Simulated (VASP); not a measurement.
# C19O2 in VASP: single point with PBE+D3(BJ)

Aim: the single point of C19O2 with PBE+D3(BJ).

All numbers are computed with VASP 6.6.1; they aren't measurements. Logs are shortened: lines on timing, memory, paths and dates and some standing lists are left out, and cuts for length are marked.

**1. The cell of the first run**

The cell holds a slab with vacuum, 21 atoms: a = 7.395 Å, b = 7.395 Å, c = 20.477 Å, α = 90.00°, β = 90.00°, γ = 120.00°.

**2. Single point, PBE+D3(BJ)**

INCAR

```
SYSTEM = C19O2
ALGO     = Normal         ! electronic algorithm
DIPOL    = 0.5 0.5 0.421
EDIFF    = 1E-6           ! SCF threshold, eV
ENCUT    = 520            ! plane-wave cutoff, eV
GGA      = PE             ! functional
IDIPOL   = 3            
ISIF     = 2              ! what is computed and relaxed
ISMEAR   = 0              ! smearing method
IVDW     = 12             ! dispersion correction
LASPH    = .True.         ! aspherical terms in the spheres
LCHARG   = .False.        ! write CHGCAR
LDIPOL   = .True.       
LREAL    = Auto         
LWAVE    = .False.        ! write WAVECAR
NBANDS   = 60             ! bands
NELM     = 80             ! most SCF steps
PREC     = Accurate       ! precision mode
SIGMA    = 0.05           ! smearing width, eV
```

KPOINTS

```
k-points
0
Gamma
  3 3 1
  0 0 0
```

POSCAR

```
C19O2
1.0
    7.3951485247      0.0000000000      0.0000000000
   -3.6975742623      6.4043864871      0.0000000000
    0.0000000000      0.0000000000     20.4766100066
C O
19 2
Direct
    0.5555555556      0.4444444444      0.3906896697
    0.5555730501      0.7778304328      0.3906707891
    0.5554902185      0.1110895895      0.3906605814
    0.8889104105      0.4445097815      0.3906605814
    0.8890035128      0.7778473665      0.3903777946
    0.8888981053      0.1111018947      0.3906504373
    0.2221695672      0.4444269499      0.3906707891
    0.2221413453      0.7778586547      0.3903661912
    0.2221526335      0.1109964872      0.3903777946
    0.4443436972      0.2221585733      0.3906010771
    0.4444369839      0.5555630161      0.3906820127
    0.4443579705      0.8888985330      0.3905859600
    0.7777711036      0.2222288964      0.3907235220
    0.7778414267      0.5556563028      0.3906010771
    0.7778284920      0.8888854827      0.3905888345
    0.1111145173      0.2221715080      0.3905888345
    0.1111014670      0.5556420295      0.3905859600
    0.1111044463      0.8888955537      0.3901441995
    0.1112280848      0.8887719152      0.6032737273
    0.1110559799      0.8889440201      0.6604279579
    0.1113997399      0.8886002601      0.5461140401
```

Potentials or basis: VASP PAW PBE potentials, release 64 (C, O).

The run is started by

```bash
> cat potpaw_PBE.64/C/POTCAR potpaw_PBE.64/O/POTCAR > POTCAR
> mpirun -np 1 vasp_std > vasp.out
```

OUTCAR:

```text
SYSTEM = C19O2
   EDIFF = 1E-6
   ENCUT = 520
   GGA = PE
   ISIF = 2
   ISMEAR = 0
   IVDW = 12
   LASPH = .True.
   LREAL = Auto
   NELM = 80
   PREC = Accurate
 IVDW          = 12

 ion  position               nearest neighbor table
   1  0.556  0.444  0.391-  11 1.42  10 1.42  14 1.42
   2  0.556  0.778  0.391-  15 1.42  11 1.42  12 1.42
   3  0.555  0.111  0.391-  12 1.42  10 1.42  13 1.42
   4  0.889  0.445  0.391-  17 1.42  14 1.42  13 1.42
   5  0.889  0.778  0.390-  18 1.42  14 1.42  15 1.42
   6  0.889  0.111  0.391-  15 1.42  16 1.42  13 1.42
[... 10 lines left out ...]
  17  0.111  0.556  0.391-   4 1.42   8 1.42   7 1.42
  18  0.111  0.889  0.390-   8 1.42   9 1.42   5 1.42
  19  0.111  0.889  0.603-  20 1.17  21 1.17
  20  0.111  0.889  0.660-  19 1.17
  21  0.111  0.889  0.546-  19 1.17

  LATTYP: Found a hexagonal cell.
 ALAT       =     7.3951485247
 C/A-ratio  =     2.7689247806

  Lattice vectors:

 A1 = (   7.3951485247,   0.0000000000,   0.0000000000)
 A2 = (  -3.6975742623,   6.4043864871,   0.0000000000)
 A3 = (   0.0000000000,   0.0000000000,  20.4766100066)

Analysis of symmetry for initial positions (statically):
=====================================================================
 Subroutine PRICEL returns:
 Original cell was already a primitive cell.

 Routine SETGRP: Setting up the symmetry group for a
 hexagonal supercell.

 Subroutine GETGRP returns: Found  2 space group operations
 (whereof  2 operations were pure point group operations)
 out of a pool of 24 trial point group operations.

The static configuration has the point symmetry C_1h.

Analysis of symmetry for dynamics (positions and initial velocities):
=====================================================================
 Subroutine PRICEL returns:
 Original cell was already a primitive cell.

 Routine SETGRP: Setting up the symmetry group for a
 hexagonal supercell.

 Subroutine GETGRP returns: Found  2 space group operations
 (whereof  2 operations were pure point group operations)
 out of a pool of 24 trial point group operations.

The dynamic configuration has the point symmetry C_1h.

 Subroutine INISYM returns: Found  2 space group operations
 (whereof  2 operations are pure point group operations),
 and found     1 'primitive' translations

----------------------------------------------------------------------------------------

                                     Primitive cell

  volume of cell :     969.8007

  direct lattice vectors                    reciprocal lattice vectors
     7.395148525  0.000000000  0.000000000     0.135223788  0.078071491  0.000000000
    -3.697574262  6.404386487  0.000000000     0.000000000  0.156142981  0.000000000
     0.000000000  0.000000000 20.476610007     0.000000000  0.000000000  0.048836209

  length of vectors
     7.395148525  7.395148525 20.476610007     0.156142981  0.156142981  0.048836209

  position of ions in fractional coordinates (direct lattice)
     0.555555556  0.444444444  0.390689670
     0.555573050  0.777830433  0.390670789
     0.555490218  0.111089589  0.390660581
     0.888910411  0.444509782  0.390660581
     0.889003513  0.777847366  0.390377795
     0.888898105  0.111101895  0.390650437
[... 13 lines left out ...]
     0.111055980  0.888944020  0.660427958
     0.111399740  0.888600260  0.546114040

  ion indices of the primitive-cell ions
   primitive index   ion index
                 1           1
                 2           2
                 3           3
                 4           4
                 5           5
                 6           6
[... 13 lines left out ...]
                20          20
                21          21

----------------------------------------------------------------------------------------

 KPOINTS: k-points

Automatic generation of k-mesh.
 Grid dimensions read from file:
 generate k-points for:    3    3    1

 Generating k-lattice:

  Cartesian coordinates                     Fractional coordinates (reciprocal lattice)
     0.045074596  0.026023830  0.000000000     0.333333333 -0.000000000  0.000000000
     0.000000000  0.052047660  0.000000000     0.000000000  0.333333333  0.000000000
     0.000000000  0.000000000  0.048836209     0.000000000  0.000000000  1.000000000

  Length of vectors
     0.052047660  0.052047660  0.048836209

  Shift w.r.t. Gamma in fractional coordinates (k-lattice)
     0.000000000  0.000000000  0.000000000

 Subroutine IBZKPT returns following result:
 ===========================================

 Found      4 irreducible k-points:

 Following reciprocal coordinates:
            Coordinates               Weight
  0.000000  0.000000  0.000000      1.000000
  0.333333 -0.000000  0.000000      4.000000
 -0.333333  0.333333  0.000000      2.000000
  0.333333  0.333333  0.000000      2.000000
   k-points           NKPTS =      4   k-points in BZ     NKDIM =      4   number of bands    NBANDS=     60
   number of dos      NEDOS =    301   number of ions     NIONS =     21
   total plane-waves  NPLWV = 501760
   dimension x,y,z NGX =    56 NGY =   56 NGZ =  160
   dimension x,y,z NGXF=   112 NGYF=  112 NGZF=  320
   ions per type =              19   2
   NGX,Y,Z   is equivalent  to a cutoff of  12.59, 12.59, 12.99 a.u.
   NGXF,Y,Z  is equivalent  to a cutoff of  25.18, 25.18, 25.98 a.u.
 SYSTEM =  C19O2
   PREC   = accura    normal or accurate (medium, high low for compatibility)
   ISTART =      0    job   : 0-new  1-cont  2-samecut
   ICHARG =      2    charge: 1-file 2-atom 10-const
   ISPIN  =      1    spin polarized calculation?
   LNONCOLLINEAR =      F non collinear calculations
   LSORBIT =      F    spin-orbit coupling
   LASPH  =      T    aspherical Exc in radial PAW
   ENCUT  =  520.0 eV  38.22 Ry    6.18 a.u.  13.75 13.75 38.07*2*pi/ulx,y,z
   NELM   =     80;   NELMIN=  2; NELMDL= -5     # of ELM steps
   EDIFF  = 0.1E-05   stopping-criterion for ELM
   LREAL  =      T    real-space projection
   EDIFFG = 0.1E-04   stopping-criterion for IOM
   NSW    =      0    number of steps for IOM
   IBRION =     -1    ionic relax: 0-MD 1-quasi-New 2-CG
   NFREE  =      0    steps in history (QN), initial steepest desc. (CG)
   ISIF   =      2    stress and relaxation
   ISYM   =      2    0-nonsym 1-usesym 2-fastsym
   POTIM  = 0.5000    time-step for ionic-motion
   TEBEG  =    0.0;   TEEND  =   0.0 temperature during run
   PSTRESS=    0.0 pullay stress
   NELECT =      88.0000    total number of electrons
   NUPDOWN=      -1.0000    fix difference up-down
   EMIN   =  10.00;   EMAX   =-10.00  energy-range for DOS
   EFERMI =   0.00;   METHOD = LEGACY
   ISMEAR =     0;   SIGMA  =   0.05  broadening in eV -4-tet -1-fermi 0-gaus
   EFERMI_NEDOS =   21; number of points for ismear=-14 and -15
   IALGO  =     38    algorithm
   IMIX   =      4    mixing-type and parameters
     AMIX     =   0.40;   BMIX     =  1.00
     AMIX_MAG =   1.60;   BMIX_MAG =  1.00
  volume/ion in A,a.u.               =      46.18       311.64
  Fermi-wavevector in a.u.,A,eV,Ry     =   0.735656  1.390189  7.363337  0.541190
  Thomas-Fermi vector in A             =   1.828906
   LORBIT       =      0    0 simple, 1 ext, 2 COOP (PROOUT), +10 PAW based schemes
   GGA     = PE    functional components
   LHFCALC =     F    Hartree Fock is set to
   AEXX    =    0.0000 exact exchange contribution
   IVDW    =    12    specifies the selected vdW correction
   LEPSILON=     F    determine dielectric tensor
   LRPA    =     F    only Hartree local field effects (RPA)
 non-spin polarized calculation
 Gauss-broadening in eV      SIGMA  =   0.05
  energy-cutoff  :      520.00
  volume of cell :      969.80
 maximum number of plane-waves:     26126
   NGX = 27   NGY = 27   NGZ = 77

 dipolmoment           0.000000      0.000000      0.000072 electrons x Angstroem

 number of electron      87.9999998 magnetization

 dipolmoment           0.000000      0.000000     -0.002792 electrons x Angstroem

 Free energy of the ion-electron system (eV)
  ---------------------------------------------------
  ext. energy  EPLUGINS =         0.00000000
  ---------------------------------------------------
  free energy    TOTEN  =      -188.88798200 eV

  energy without entropy =     -188.87545300  energy(sigma->0) =     -188.88171750

 E-fermi :  -2.4726     XC(G=0):  -2.6529

 val. band max:       -2.4731020074   @ k =   0.0000   0.0000   0.0000
 cond. band min:      -2.4725303106   @ k =   0.0000   0.0000   0.0000
 fundamental gap:      0.0005716968
 Fermi energy:        -2.4725766185

 k-point     1 :       0.0000    0.0000    0.0000
  band No.  band energies     occupation
      1     -27.6579      2.00000
      2     -26.6485      2.00000
      3     -22.0037      2.00000
      4     -19.4213      2.00000
      5     -19.4191      2.00000
      6     -19.4186      2.00000
[... 48 lines left out ...]
     55       2.4423      0.00000
     56       2.4432      0.00000

 k-point     2 :       0.3333   -0.0000    0.0000
  band No.  band energies     occupation
      1     -27.6580      2.00000
      2     -26.6485      2.00000
      3     -21.7121      2.00000
      4     -20.8430      2.00000
      5     -19.9847      2.00000
      6     -19.9838      2.00000
[... 48 lines left out ...]
     55       2.1174      0.00000
     56       2.6729      0.00000

 k-point     3 :      -0.3333    0.3333    0.0000
  band No.  band energies     occupation
      1     -27.6580      2.00000
      2     -26.6485      2.00000
      3     -21.7121      2.00000
      4     -20.8430      2.00000
      5     -19.9843      2.00000
      6     -19.9842      2.00000
[... 48 lines left out ...]
     55       2.1174      0.00000
     56       2.6730      0.00000

 k-point     4 :       0.3333    0.3333    0.0000
  band No.  band energies     occupation
      1     -27.6579      2.00000
      2     -26.6485      2.00000
      3     -21.1336      2.00000
      4     -21.1327      2.00000
      5     -21.1288      2.00000
      6     -18.5857      2.00000
[... 48 lines left out ...]
     55       1.6700      0.00000
     56       2.2878      0.00000
 [bands above 56 left out]

------------------------ aborting loop because EDIFF is reached ----------------------------------------

 vacuum level on the upper side and lower side of the slab       (xc-potential included)        -0.133        -0.115

 Edisp (eV)   -1.71092

 E8    (eV) :    -0.5258

  FORCE on cell =-STRESS in cart. coord.  units (eV):
  Direction    XX          YY          ZZ          XY          YZ          ZX
  --------------------------------------------------------------------------------------
  -------------------------------------------------------------------------------------
  Total       1.02296     1.02915     1.38874     0.00536     0.00090    -0.00155
  in kB       1.69000     1.70022     2.29429     0.00885     0.00148    -0.00257
  external pressure =        1.89 kB  Pullay stress =        0.00 kB

 VOLUME and BASIS-vectors are now :
 -----------------------------------------------------------------------------
  energy-cutoff  :      520.00
  volume of cell :      969.80
      direct lattice vectors                 reciprocal lattice vectors
     7.395148525  0.000000000  0.000000000     0.135223788  0.078071491  0.000000000
    -3.697574262  6.404386487  0.000000000     0.000000000  0.156142981  0.000000000
     0.000000000  0.000000000 20.476610007     0.000000000  0.000000000  0.048836209

 POSITION                                       TOTAL-FORCE (eV/Angst)
 -----------------------------------------------------------------------------------
      2.46505      2.84639      8.00000        -0.005379      0.003105      0.000202
      1.23246      4.98153      7.99961        -0.004838     -0.007232     -0.001543
      3.69717      0.71146      7.99940         0.007028      0.003775      0.000967
      4.93002      2.84681      7.99940         0.000245     -0.007974      0.000967
      3.69816      4.98164      7.99361        -0.016660     -0.009299     -0.002580
      6.16273      0.71154      7.99920        -0.004996      0.002884      0.000590
[... 13 lines left out ...]
     -2.46566      5.69314     13.52333        -0.002870      0.001657      0.648560
     -2.46185      5.69094     11.18256         0.000126     -0.000073     -0.647182
 -----------------------------------------------------------------------------------
    total drift:                                0.013031     -0.007524      0.003923

  FREE ENERGIE OF THE ION-ELECTRON SYSTEM (eV)
  ---------------------------------------------------
  free  energy   TOTEN  =      -190.5988999549 eV

  energy  without entropy=     -190.5863709528  energy(sigma->0) =     -190.59263545

 vacuum level on the upper side and lower side of the slab         1.669         1.685
```

It took 5.2 min on 1 thread of Intel Xeon 6975P-C (Granite Rapids), shared host; peak memory 0.93 GiB.

Results:

* Free energy: -190.5989 eV
* Largest force: 0.649 eV/Å
* Band gap on the k mesh: zero (filled and empty bands touch)
* Dispersion energy per atom: -0.081 eV

Forces in eV/Å, atoms in the order of the input:
```
C   -0.005  0.003  0.000
C   -0.005 -0.007 -0.002
C    0.007  0.004  0.001
C    0.000 -0.008  0.001
C   -0.017 -0.009 -0.003
C   -0.005  0.003  0.001
C    0.004  0.008 -0.002
C    0.022 -0.013  0.002
C    0.000  0.019 -0.003
C    0.009  0.014  0.001
C    0.001  0.000  0.001
C    0.011 -0.001 -0.001
C   -0.004  0.002 -0.001
C   -0.008 -0.015  0.001
C   -0.009  0.001  0.000
C   -0.005  0.007  0.000
C    0.006 -0.009 -0.001
C    0.001  0.000 -0.002
C    0.000  0.000  0.005
O   -0.003  0.002  0.649
O    0.000  0.000 -0.647
```
